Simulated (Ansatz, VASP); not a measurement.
# MgO: VASP beside Ansatz

```
Mg O
1.0
     0.00000    2.13515    2.13515
     2.05508    0.00000    2.13515
     2.05508    2.13515    0.00000
Mg O
1 1
Direct
  0.00000 0.00000 0.00000
  0.50000 0.50000 0.50000
```

Change from the starting cell: strain -0.0375 x Voigt [1, 0, 0, 0, 0, 0], atoms carried along.

Alike in both runs: task single point; functional PBE; k mesh 10 × 10 × 10; occupations gaussian, width 0.05 eV; no spin polarisation.

```csv
,VASP,Ansatz
version,VASP 6.6.1,Ansatz 0.2.0
potentials or method,"VASP PAW PBE potentials, release 64 (Mg, O), cutoff 520 eV","scalar-relativistic, plane waves, PAW"
valence electrons in the cell,8,16
```

```csv
,VASP,Ansatz,Ansatz less VASP
gap on the k mesh at the Fermi level (eV),4.66,4.68,+0.017
least direct gap on the mesh (eV),4.66,4.68,+0.017
pressure (GPa),3.9,4.7,+0.74
"traceless stress, the component that is largest in VASP (GPa)",5.72,5.68,-0.043
```

With one functional, cell and mesh, what is left measures potentials, basis and numerics. VASP's potentials hold 8 valence electrons a cell and Ansatz's 16, so a difference there can come from the potentials and not from the codes.
